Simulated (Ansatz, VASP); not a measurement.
**One calculation of CaC, two programs**

The input INCAR:

```
  PREC = Accurate
  ENCUT = 520
  EDIFF = 1E-7
  ISMEAR = 0
  SIGMA = 0.1
  LREAL = False
  LASPH = True
  NELM = 60
  ALGO = Normal
  ISIF = 2
  LWAVE = False
  LCHARG = False
  GGA = PE
  NBANDS = 14
```

Contents of KPOINTS:

```
regular mesh
0
Gamma
  6 6 6
```

POSCAR

```
CaC
1.0
    3.2959444600      0.0000000000      0.0000000000
    0.0000000000      3.2959444600      0.0000000000
    0.0000000000      0.0000000000      3.0843551500
Ca C
1 1
Direct
    0.5000000000      0.5000000000      0.5000000000
    0.0000000000      0.0000000000      0.0000000000
```

Input for Ansatz:

```yaml
crystal:
  lattice:
    - [3.29594446, 0.0, 0.0]
    - [0.0, 3.29594446, 0.0]
    - [0.0, 0.0, 3.08435515]
  atoms:
    - { symbol: Ca, position: [0.5, 0.5, 0.5] }
    - { symbol: C, position: [0.0, 0.0, 0.0] }
basis:
  ecutwfc: 420
kpoints:
  mp_grid: { grid: [6, 6, 6] }
hamiltonian:
  xc: pbe
scf:
  occupations: { method: gaussian, width: 0.1 }
  lower_state_search: "off"
output:
  forces: true
  stress: true
  eigenvalues: true
```

Alike in both runs: task single point; functional PBE; k mesh 6 × 6 × 6; occupations gaussian, width 0.1 eV; no spin polarisation.

```csv
,VASP,Ansatz
version,VASP 6.6.1,Ansatz 0.2.0
potentials or method,"VASP PAW PBE potentials, release 64 (Ca_sv, C), cutoff 520 eV","scalar-relativistic, plane waves, PAW"
valence electrons in the cell,14,14
```

VASP gave:

* gap on the k mesh at the Fermi level (eV): none
* pressure (GPa): -6.3
* traceless stress, the component that is largest in VASP (GPa): 0.53

**Question.** What did Ansatz give for the same quantities?

**Answer.** gap on the k mesh at the Fermi level (eV): none; pressure (GPa): -6.5; traceless stress, the component that is largest in VASP (GPa): 0.52.

A gap of «none» marks a metal or a gap that the smearing closes.
